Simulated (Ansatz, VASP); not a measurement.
# HfOs in VASP and in Ansatz

```xyz
2
Lattice="3.2282 0.0000 0.0000 0.0000 3.2282 0.0000 0.0000 0.0000 3.2282" Properties=species:S:1:pos:R:3 pbc="T T T"
Hf    0.0000    0.0000    0.0000
Os    1.6141    1.6141    1.6141
```

Change from the starting cell: volume scaled by 0.99.

Alike in both runs: task single point; functional PBEsol; k mesh 10 × 10 × 10; occupations fermi-dirac, width 0.05 eV; no spin polarisation.

|  | VASP | Ansatz |
| --- | --- | --- |
| version | VASP 6.6.1 | Ansatz 0.2.0 |
| potentials or method | VASP PAW PBE potentials, release 64 (Hf_pv, Os), cutoff 520 eV | all-electron LAPW, scalar-relativistic |

Ansatz gave:

* pressure (GPa): -1.3

Problem. Which values does VASP return?

Solution. Pressure (GPa): -2.2.

VASP's potentials were made for PBE, not for PBEsol. Ansatz ran all-electron here, and VASP with PAW potentials.

Spin-orbit coupling is off throughout.
